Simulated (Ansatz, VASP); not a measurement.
## NaB in VASP and in Ansatz

```
CELL_PARAMETERS angstrom
3.79556 0.00000 0.00000
1.89778 3.28705 0.00000
1.89778 1.09568 3.09907
ATOMIC_POSITIONS crystal
Na 0.00000 0.00000 0.00000
B 0.50000 0.50000 0.50000
```

Alike in both runs: task single point; functional LDA; k mesh 11 × 11 × 11; occupations gaussian, width 0.05 eV; no spin polarisation.

|  | VASP | Ansatz |
| --- | --- | --- |
| version | VASP 6.6.1 | Ansatz 0.2.0 |
| potentials or method | VASP PAW LDA potentials, release 64 (Na_pv, B) | plane waves, PAW |
| plane-wave cutoff (eV) | 520 | 420 |
| valence electrons in the cell | 10 | 12 |

VASP gave:

* pressure (GPa): -2.4

Task: What did Ansatz give for the same quantities?

Result: Pressure (GPa): -2.5.

LDA's correlation is that of Perdew and Zunger in VASP and of Perdew and Wang (1992) in Ansatz. VASP's potentials hold 10 valence electrons a cell and Ansatz's 12, so a difference there can come from the potentials and not from the codes.
